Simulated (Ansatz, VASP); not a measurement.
# Ag: VASP beside Ansatz

The input INCAR:

```
SYSTEM = Ag
  PREC = Accurate
  ENCUT = 520
  EDIFF = 1E-6
  ISMEAR = 1
  SIGMA = 0.6
  LREAL = .False.
  LASPH = .True.
  NELM = 100
  ALGO = Normal
  ISIF = 2
  LWAVE = .False.
  LCHARG = .True.
  GGA = PE
  LELF = .True.
  LVHAR = .True.
  NBANDS = 12
```

The input KPOINTS:

```
regular mesh
0
Gamma
  13 13 13
  0 0 0
```

Contents of POSCAR:

```
Ag
1.0
    0.0000000000      2.0734381516      2.0734381516
    2.0734381516      0.0000000000      2.0734381516
    2.0734381516      2.0734381516      0.0000000000
Ag
1
Direct
    0.0000000000      0.0000000000      0.0000000000
```

Input for Ansatz:

```yaml
crystal:
  lattice:
    - [0.0, 2.0734381516, 2.0734381516]
    - [2.0734381516, 0.0, 2.0734381516]
    - [2.0734381516, 2.0734381516, 0.0]
  atoms:
    - { symbol: Ag, position: [0.0, 0.0, 0.0] }
hamiltonian:
  xc: pbe
  pseudopotentials:
    kind: paw
    azcp:
      Ag: "pseudopotentials/Ag.paw.azcp"
basis:
  ecutwfc: 420
  fft_grid_basis: typed
kpoints:
  mp_grid: { grid: [13, 13, 13], shift: [0, 0, 0] }
magnetization:
  spin_polarized: false
scf:
  occupations: { method: methfessel_paxton, width: 0.6 }
  lower_state_search: "off"
output:
  stress: true
```

Alike in both runs: task single point; functional PBE; k mesh 13 × 13 × 13; occupations methfessel-paxton of order 1, width 0.6 eV; no spin polarisation.

```csv
,VASP,Ansatz
version,VASP 6.6.1,Ansatz 0.2.0
potentials or method,"VASP PAW PBE potentials, release 64 (Ag), cutoff 520 eV","plane waves (420 eV) with PAW, scalar-relativistic"
valence electrons in the cell,11,19
```

```csv
,VASP,Ansatz,Ansatz less VASP
pressure (GPa),-0.1,0.0,+0.11
```

The functional is the same, so the differences come from potentials, cutoffs and numerics. VASP's potentials hold 11 valence electrons a cell and Ansatz's 19, so a difference there can come from the potentials and not from the codes.
